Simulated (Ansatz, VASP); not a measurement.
## One calculation of Te, two programs

The input INCAR:

```
SYSTEM = Te
ALGO     = Normal         ! electronic algorithm
EDIFF    = 1E-7           ! SCF threshold, eV
ENCUT    = 520            ! plane-wave cutoff, eV
GGA      = PE             ! functional
ISIF     = 2              ! what is computed and relaxed
ISMEAR   = 0              ! smearing method
LASPH    = .TRUE.         ! aspherical terms in the spheres
LCHARG   = .FALSE.        ! write CHGCAR
LREAL    = .FALSE.        ! projectors in reciprocal space
LWAVE    = .FALSE.        ! write WAVECAR
NBANDS   = 9              ! bands
NELM     = 100            ! most SCF steps
PREC     = Accurate       ! precision mode
SIGMA    = 0.15           ! smearing width, eV
```

The input KPOINTS:

```
k-points
0
G
  15 15 15
  0 0 0
```

Contents of POSCAR:

```
Te
1.0
    2.2940780506      1.3244865801      1.8897085595
   -2.2940780506      1.3244865801      1.8897085595
    0.0000000000     -2.6489731601      1.8897085596
Te
1
Direct
    0.5000000000      0.5000000000      0.5000000000
```

Input for Ansatz:

```yaml
crystal:
  lattice:
    - [2.2940780506, 1.3244865801, 1.8897085595]
    - [-2.2940780506, 1.3244865801, 1.8897085595]
    - [0.0, -2.6489731601, 1.8897085596]
  atoms:
    - { symbol: Te, position: [0.5, 0.5, 0.5] }
basis:
  ecutwfc: 420
kpoints:
  mp_grid: { grid: [15, 15, 15] }
hamiltonian:
  xc: pbe
scf:
  occupations: { method: gaussian, width: 0.15 }
output:
  forces: true
  stress: true
  eigenvalues: true
```

Alike in both runs: task single point; functional PBE; k mesh 15 × 15 × 15; occupations gaussian, width 0.15 eV; no spin polarisation.

```csv
,VASP,Ansatz
version,VASP 6.6.1,Ansatz 0.2.0
potentials or method,"VASP PAW PBE potentials, release 64 (Te), cutoff 520 eV","scalar-relativistic, plane waves, PAW"
valence electrons in the cell,6,16
```

|  | VASP | Ansatz | Ansatz less VASP |
| --- | --- | --- | --- |
| gap on the k mesh at the Fermi level (eV) | none | none | - |
| pressure (GPa) | -2.3 | -2.3 | +0.05 |
| traceless stress, the component that is largest in VASP (GPa) | -0.06 | -0.06 | 0.000 |

A gap of «none» marks a metal or a gap that the smearing closes. VASP's potentials hold 6 valence electrons a cell and Ansatz's 16, so a difference there can come from the potentials and not from the codes.

Neither program's run includes spin-orbit coupling.
